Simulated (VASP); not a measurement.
Wanted: the native input for a VASP 6.6.1 run.

```
Task                   : single point
Functional             : PBE
Potentials or basis    : VASP PAW PBE potentials, release 64 (In_d, As)
Cutoff                 : 520 eV
k mesh                 : 6 × 6 × 6
Occupations            : fermi-dirac, width 0.02 eV
Spin                   : no spin polarisation
Dipole correction      : no
Further INCAR settings : ALGO = Normal; EDIFF = 1e-06; NBANDS = 16
```

The structure of InAs lies in POSCAR:

```
InAs
1.0
    0.0000000000      3.0944670156      3.0944670156
    3.0944670156      0.0000000000      3.0944670156
    3.0944670156      3.0944670156      0.0000000000
In As
1 1
Direct
    0.0000000000      0.0000000000      0.0000000000
    0.2500000000      0.2500000000      0.2500000000
```

These files were run (other wordings do the same):

INCAR

```
SYSTEM = InAs
PREC = Accurate
ENCUT = 520
EDIFF = 1E-6
ISMEAR = -1
SIGMA = 0.02
LREAL = .FALSE.
LASPH = .TRUE.
NELM = 60
ALGO = Normal
ISIF = 2
LWAVE = .FALSE.
LCHARG = .TRUE.
GGA = PE
LELF = .TRUE.
LVHAR = .TRUE.
NBANDS = 16
```

KPOINTS

```
regular mesh
0
G
  6 6 6
  0 0 0
```

Potentials or basis: VASP PAW PBE potentials, release 64 (In_d, As).

Run with:

```bash
$ cat potpaw_PBE.64/In_d/POTCAR potpaw_PBE.64/As/POTCAR > POTCAR
$ mpirun -np 1 vasp_std > vasp.out
```

Results of the run:

```yaml
Pressure: 0.0 GPa
Band_gap_on_the_k_mesh: zero (filled and empty bands touch)
```

Caveat: semilocal functionals underestimate gaps, so a narrow gap can read as zero; spin-orbit coupling is left out, which moves the levels of the heavy elements.

Wall time 25 s on 1 thread of Intel(R) Xeon(R) Platinum 8259CL CPU @ 2.50GHz (Skylake/Cascade Lake), on a shared host, peak memory 0.2 GiB.
